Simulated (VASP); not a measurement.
Runs of VASP 6.6.1 on WS2. The structure is that of space group P-3m1 (No. 164), or close to it. The cells are those of the table. 

```csv
cell,gap on the mesh (eV),largest force (eV/Å)
"a = 3.266, b = 3.266, c = 24.284 Å, angles 90.0, 90.0, 120.0°, 6 atoms",1.60,1.32
"a = 3.306, b = 3.306, c = 24.580 Å, angles 90.0, 90.0, 120.0°, 6 atoms",(b),1.81
"a = 3.225, b = 3.225, c = 23.980 Å, angles 90.0, 90.0, 120.0°, 6 atoms",1.67,0.75
"a = 3.096, b = 3.096, c = 23.020 Å, angles 90.0, 90.0, 120.0°, 6 atoms",1.76,1.60
"a = 3.140, b = 3.140, c = 23.349 Å, angles 90.0, 90.0, 120.0°, 6 atoms",(a),0.70
```

Alike in all rows: task single point; level PBEsol; potentials or basis VASP PAW PBE potentials, release 64 (W_sv, S); no spin polarisation; k mesh 8 × 8 × 1; cutoff (eV) 500; smearing methfessel-paxton 0.1 eV.

Q: Fill in the values left out.

A: (a) 1.74; (b) 1.53.

Caveats: the PAW data sets were made with another functional, which shifts forces and pressure a little; spin-orbit coupling is left out, which moves the levels of the heavy elements.

A k mesh can miss the band edges, and the runs leave out spin-orbit coupling on W.
